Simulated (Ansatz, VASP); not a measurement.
# Two plane-wave programs on C

File POSCAR:

```
C
1.0
    2.1205985467     -4.3694582401      0.0000000000
    2.1205985467      4.3694582401      0.0000000000
    0.0000000000      0.0000000000      2.5047085927
C
8
Direct
    0.6481731445      0.9813388588      0.0000000000
    0.3518268555      0.0186611412      0.0000000000
    0.0186611412      0.3518268555      0.0000000000
    0.9813388588      0.6481731445      0.0000000000
    0.4047354045      0.2263276524      0.5000000000
    0.5952645955      0.7736723476      0.5000000000
    0.7736723476      0.5952645955      0.5000000000
    0.2263276524      0.4047354045      0.5000000000
```

Contents of INCAR.step1:

```
SYSTEM = C
  PREC = Accurate
  ENCUT = 520
  ISMEAR = 0
  SIGMA = 0.05
  LREAL = .False.
  LASPH = .True.
  NELM = 80
  NBANDS = 26
  GGA = PE
  ALGO = Normal
  EDIFF = 1E-4
  LWAVE = .True.
  LCHARG = .False.
```

File INCAR.step2:

```
SYSTEM = C
  PREC = Accurate
  ENCUT = 520
  EDIFF = 1E-6
  ISMEAR = 0
  SIGMA = 0.05
  LREAL = .False.
  LASPH = .True.
  NELM = 80
  ALGO = Normal
  ISIF = 2
  LWAVE = .False.
  LCHARG = .False.
  METAGGA = R2SCAN
  LMIXTAU = .True.
  NBANDS = 26
  ISTART = 1
```

File KPOINTS:

```
regular mesh
0
Gamma
  6 6 8
  0 0 0
```

Input for Ansatz:

```yaml
crystal:
  lattice:
    - [2.1205985467, -4.3694582401, 0.0]
    - [2.1205985467, 4.3694582401, 0.0]
    - [0.0, 0.0, 2.5047085927]
  atoms:
    - { symbol: C, position: [0.6481731445, 0.9813388588, 0.0] }
    - { symbol: C, position: [0.3518268555, 0.0186611412, 0.0] }
    - { symbol: C, position: [0.0186611412, 0.3518268555, 0.0] }
    - { symbol: C, position: [0.9813388588, 0.6481731445, 0.0] }
    - { symbol: C, position: [0.4047354045, 0.2263276524, 0.5] }
    - { symbol: C, position: [0.5952645955, 0.7736723476, 0.5] }
    - { symbol: C, position: [0.7736723476, 0.5952645955, 0.5] }
    - { symbol: C, position: [0.2263276524, 0.4047354045, 0.5] }
basis:
  ecutwfc: 500
kpoints:
  mp_grid: { grid: [6, 6, 8] }
hamiltonian:
  xc: r2scan
scf:
  occupations: { method: gaussian, width: 0.05 }
output:
  forces: true
  stress: true
  eigenvalues: true
```

Alike in both runs: task single point; functional r2SCAN; k mesh 6 × 6 × 8; occupations gaussian, width 0.05 eV; no spin polarisation.

```csv
,VASP,Ansatz
version,VASP 6.6.1,Ansatz 0.2.0
potentials or method,"VASP PAW PBE potentials, release 64 (C), cutoff 520 eV","scalar-relativistic, plane waves, PAW"
valence electrons in the cell,32,32
```

```csv
,VASP,Ansatz,Ansatz less VASP
gap on the k mesh at the Fermi level (eV),3.67,3.70,+0.035
least direct gap on the mesh (eV),5.34,5.37,+0.026
pressure (GPa),1.1,0.0,-1.10
rms of the force components (eV/Å),0.009,0.000,-0.0083
```

VASP's potentials were made for PBE, not for r2SCAN. Atom by atom the forces differ by 0.009 eV/Å (rms over components). The functional is the same, so the differences come from potentials, cutoffs and numerics.
